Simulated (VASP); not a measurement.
# Al2O3 (P-31c) in VASP: a series of runs, part 3 of 3

VASP 6.6.1. The steps go on from the part before.

**5. Electric field gradients, PBE**

File INCAR:

```
SYSTEM = Al2O3
  PREC = Accurate
  ENCUT = 520
  EDIFF = 1E-8
  ISMEAR = -1
  SIGMA = 0.02
  LREAL = Auto
  LASPH = .True.
  NELM = 100
  ALGO = Normal
  ISIF = 2
  LWAVE = .False.
  LCHARG = .False.
  GGA = PE
  LEFG = .True.
  ISYM = 0
  NBANDS = 64
```

File KPOINTS:

```
Automatic mesh
0
Gamma
  6 6 3
  0.5 0.5 0.5
```

File POSCAR:

```
Al2O3
1.0
    4.7930512577      0.0000000000      0.0000000000
   -2.3965256288      4.1509041508      0.0000000000
    0.0000000000      0.0000000000      8.9666466600
Al O
8 12
Direct
    0.3333333333      0.6666666667      0.9628167200
    0.3333333333      0.6666666667      0.2500000000
    0.0000000000      0.0000000000      0.0000000000
    0.0000000000      0.0000000000      0.5000000000
    0.3333333333      0.6666666667      0.5371832800
    0.6666666667      0.3333333333      0.0371832800
    0.6666666667      0.3333333333      0.7500000000
    0.6666666667      0.3333333333      0.4628167200
    0.0318230633      0.6766458267      0.1119598200
    0.9681769367      0.6448227633      0.6119598200
    0.0318230633      0.3551772367      0.3880401800
    0.9681769367      0.3233541733      0.8880401800
    0.3233541733      0.3551772367      0.1119598200
    0.3551772367      0.3233541733      0.6119598200
    0.3233541733      0.9681769367      0.3880401800
    0.3551772367      0.0318230633      0.8880401800
    0.6448227633      0.6766458267      0.3880401800
    0.6766458267      0.6448227633      0.8880401800
    0.6448227633      0.9681769367      0.1119598200
    0.6766458267      0.0318230633      0.6119598200
```

Potentials or basis: VASP PAW PBE potentials, release 64 (Al, O).

Launch:

```bash
> cat potpaw_PBE.64/Al/POTCAR potpaw_PBE.64/O/POTCAR > POTCAR
> mpirun -np 1 vasp_std > vasp.out
```

OUTCAR:

```text
SYSTEM = Al2O3
   PREC = Accurate
   ENCUT = 520
   EDIFF = 1E-8
   ISMEAR = -1
   LREAL = Auto
   LASPH = .True.
   NELM = 100
   ISIF = 2
   GGA = PE
   ISYM = 0

 ion  position               nearest neighbor table
   1  0.333  0.667  0.963-  16 1.83  12 1.83  18 1.83  13 1.99   9 1.99  19 1.99   2 2.58   3 2.79
                             3 2.79   3 2.79   6 2.85   6 2.85   6 2.85   7 3.36   7 3.36   7 3.36
   2  0.333  0.667  0.250-  15 1.92  13 1.92   9 1.92  17 1.92  11 1.92  19 1.92   1 2.58   5 2.58
                             6 3.36   8 3.36   6 3.36   8 3.36   6 3.36   8 3.36
   3  0.000  0.000  0.000-   9 1.92  12 1.92  13 1.92  18 1.92  16 1.92  19 1.92   1 2.79   6 2.79
                             1 2.79   6 2.79   6 2.79   1 2.79
   4  0.000  0.000  0.500-  15 1.92  20 1.92  17 1.92  14 1.92  10 1.92  11 1.92   5 2.79   8 2.79
                             5 2.79   8 2.79   8 2.79   5 2.79
[... 1801 lines left out ...]
 (convention: |V_zz| > |V_xx| > |V_yy|)
----------------------------------------------------------------------
 ion       V_xx      V_yy      V_zz     asymmetry (V_yy - V_xx)/ V_zz
----------------------------------------------------------------------
   1      -9.505    -9.505    19.009       0.000
   2       7.029     7.029   -14.059       0.000
   3      -4.475    -4.475     8.950       0.000
   4      -4.475    -4.475     8.950       0.000
   5      -9.505    -9.505    19.009       0.000
   6      -9.505    -9.505    19.009       0.000
[... 12 lines left out ...]
  19      26.773     4.419   -31.192       0.717
  20      26.775     4.416   -31.191       0.717
----------------------------------------------------------------------

           NMR quadrupolar parameters

 Cq : quadrupolar parameter    Cq=e*Q*V_zz/h
 eta: asymmetry parameters     (V_yy - V_xx)/ V_zz
 Q  : nuclear electric quadrupole moment in mb (millibarn)
----------------------------------------------------------------------
 ion       Cq(MHz)       eta       Q (mb)
----------------------------------------------------------------------
   1       0.046       0.000       1.000
   2      -0.034       0.000       1.000
   3       0.022       0.000       1.000
   4       0.022       0.000       1.000
   5       0.046       0.000       1.000
   6       0.046       0.000       1.000
[... 12 lines left out ...]
  19      -0.075       0.717       1.000
  20      -0.075       0.717       1.000
----------------------------------------------------------------------
```

OSZICAR:

```text
N       E                     dE             d eps       ncg     rms          rms(c)
DAV:   1     0.512541140837E+03    0.51254E+03   -0.50534E+04 20768   0.142E+03
DAV:   2    -0.131329679128E+03   -0.64387E+03   -0.62515E+03 25296   0.314E+02
DAV:   3    -0.164048327251E+03   -0.32719E+02   -0.32579E+02 25536   0.743E+01
DAV:   4    -0.164416654160E+03   -0.36833E+00   -0.36762E+00 25512   0.873E+00
DAV:   5    -0.164422929011E+03   -0.62749E-02   -0.62723E-02 24928   0.112E+00    0.249E+01
DAV:   6    -0.148038015804E+03    0.16385E+02   -0.64911E+01 24672   0.309E+01    0.855E+00
DAV:   7    -0.148008453335E+03    0.29562E-01   -0.16339E+00 24936   0.486E+00    0.472E+00
DAV:   8    -0.148009824091E+03   -0.13708E-02   -0.18852E-01 24752   0.234E+00    0.130E+00
DAV:   9    -0.148026872524E+03   -0.17048E-01   -0.50639E-02 24696   0.105E+00    0.405E-01
DAV:  10    -0.148028530872E+03   -0.16583E-02   -0.31604E-03 24728   0.257E-01    0.154E-01
DAV:  11    -0.148028714501E+03   -0.18363E-03   -0.10059E-03 24032   0.136E-01    0.543E-02
DAV:  12    -0.148028746600E+03   -0.32099E-04   -0.95037E-05 24392   0.420E-02    0.978E-03
DAV:  13    -0.148028746852E+03   -0.25152E-06   -0.69480E-06 26264   0.119E-02    0.280E-03
DAV:  14    -0.148028746906E+03   -0.54068E-07   -0.11097E-06 24424   0.458E-03    0.153E-03
DAV:  15    -0.148028746962E+03   -0.55958E-07   -0.17503E-07 24344   0.200E-03    0.435E-04
DAV:  16    -0.148028746931E+03    0.30692E-07   -0.17470E-08 17104   0.714E-04    0.318E-04
DAV:  17    -0.148028746946E+03   -0.14789E-07   -0.56275E-09 14864   0.439E-04    0.158E-04
DAV:  18    -0.148028746953E+03   -0.68148E-08   -0.12554E-09 14256   0.189E-04
   1 F= -.14802875E+03 E0= -.14802875E+03  d E =-.242383E-10
```

It took 32 min on 1 thread of Intel Xeon Platinum 8488C (Sapphire Rapids), shared host; peak memory 1 GiB.

Results:

* Free energy: -148.0287 eV
* Pressure: 7.9 GPa
* Largest force: 0.257 eV/Å
* Band gap on the k mesh: 6.20 eV, direct

Forces on the atoms (eV/Å):
```
Al   0.000  0.000 -0.069
Al   0.000  0.000  0.000
Al   0.000  0.000  0.000
Al   0.000  0.000  0.000
Al   0.000  0.000  0.069
Al   0.000  0.000  0.069
Al   0.000  0.000  0.000
Al   0.000  0.000 -0.069
O   -0.064  0.064  0.241
O   -0.023  0.087  0.241
O    0.023 -0.087 -0.241
O    0.064 -0.064 -0.241
O   -0.023 -0.087  0.241
O   -0.064 -0.064  0.241
O   -0.087  0.024 -0.241
O   -0.087 -0.024 -0.241
O    0.064  0.064 -0.241
O    0.023  0.087 -0.241
O    0.087  0.024  0.241
O    0.087 -0.024  0.241
```

Electric field gradients, principal values (V/Å²):
```tsv
atom	least	middle	greatest (by size)
1 Al	-9.505	-9.505	19.009
2 Al	7.029	7.029	-14.059
3 Al	-4.475	-4.475	8.950
4 Al	-4.475	-4.475	8.950
5 Al	-9.505	-9.505	19.009
6 Al	-9.505	-9.505	19.009
7 Al	7.029	7.029	-14.059
8 Al	-9.505	-9.505	19.009
9 O	4.416	26.775	-31.191
10 O	4.419	26.773	-31.192
11 O	4.419	26.773	-31.192
12 O	4.416	26.775	-31.191
13 O	4.418	26.774	-31.193
14 O	4.418	26.774	-31.193
15 O	4.416	26.775	-31.191
16 O	4.419	26.773	-31.192
17 O	4.418	26.774	-31.193
18 O	4.418	26.774	-31.193
19 O	4.419	26.773	-31.192
20 O	4.416	26.775	-31.191
```

Caveat: without QUAD_EFG the Cq values of the log hold for a quadrupole moment of 1 mb, not for the nuclei.

**6. The runs side by side**

```tsv
level	k mesh	gap on the mesh (eV)	pressure (GPa)	largest force (eV/Å)
PBE	6 × 6 × 3	5.90	7.9	0.26
r2SCAN	6 × 6 × 3	6.79	0.3	0.03
PBE	8 × 8 × 4	5.90	7.9	0.26
PBE	6 × 6 × 3, shifted	6.20	7.9	0.26
```

Alike in all rows: task electric field gradients; potentials or basis VASP PAW PBE potentials, release 64 (Al, O); no spin polarisation; cell as given; cutoff (eV) 520; smearing fermi-dirac 0.02 eV.

On the cell as given the gap runs from 5.90 eV (PBE) to 6.79 eV (r2SCAN); the meshes differ, which moves gaps too. The pressure there spans 0.3 GPa (r2SCAN) to 7.9 GPa (PBE); a positive pressure means that this level wants a larger cell, a negative one a smaller.

Caveats: the PAW data sets were made with another functional, which shifts forces and pressure a little (some runs).

Total energies depend on the potentials used, so only differences within one code and one set of settings carry meaning.
